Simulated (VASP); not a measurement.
Here is a VASP 6.6.1 calculation.

INCAR

```
ALGO = Normal ; EDIFF = 1E-6
ENCUT = 520 ; GGA = PE
ISIF = 2 ; ISMEAR = 0
LASPH = True ; LCHARG = False
LREAL = False ; LWAVE = False
NBANDS = 46 ; NELM = 80
PREC = Accurate ; SIGMA = 0.02
```

File KPOINTS:

```
k-points
0
Gamma
  12 12 4
```

Contents of POSCAR:

```
ZnO
1.0
    3.3771654522      0.0000000299      0.0000000000
   -1.6885827520      2.9247110594      0.0000000000
    0.0000000000      0.0000000000     10.9748318993
Zn O
4 4
Direct
    0.6666666667      0.3333333333      0.8440354784
    0.3333333333      0.6666666667      0.3440354784
    0.0000000000      0.0000000000      0.5943640753
    0.0000000000      0.0000000000      0.0943640753
    0.6666666667      0.3333333333      0.6559321890
    0.3333333333      0.6666666667      0.1559321890
    0.0000000000      0.0000000000      0.4056682573
    0.0000000000      0.0000000000      0.9056682573
```

Potentials or basis: VASP PAW PBE potentials, release 64 (Zn, O).

Launch:

```bash
$ cat potpaw_PBE.64/Zn/POTCAR potpaw_PBE.64/O/POTCAR > POTCAR
$ mpirun -np 1 vasp_std > vasp.out
```

Task: Estimate the band gap on the k mesh.

Result: 0.53 eV.

Task: Estimate the largest force.

Result: 0.005 eV/Å.

Task: Estimate the pressure.

Result: -9.3 GPa.

Forces in eV/Å, atoms in the order of the input:
```
Zn   0.000  0.000 -0.003
Zn   0.000  0.000 -0.003
Zn   0.000  0.000  0.005
Zn   0.000  0.000  0.005
O    0.000  0.000  0.001
O    0.000  0.000  0.001
O    0.000  0.000 -0.003
O    0.000  0.000 -0.003
```

Caveat: the cell stands under tension; semilocal functionals underestimate gaps, and a narrow one can read as zero. A k mesh can miss the band edges.
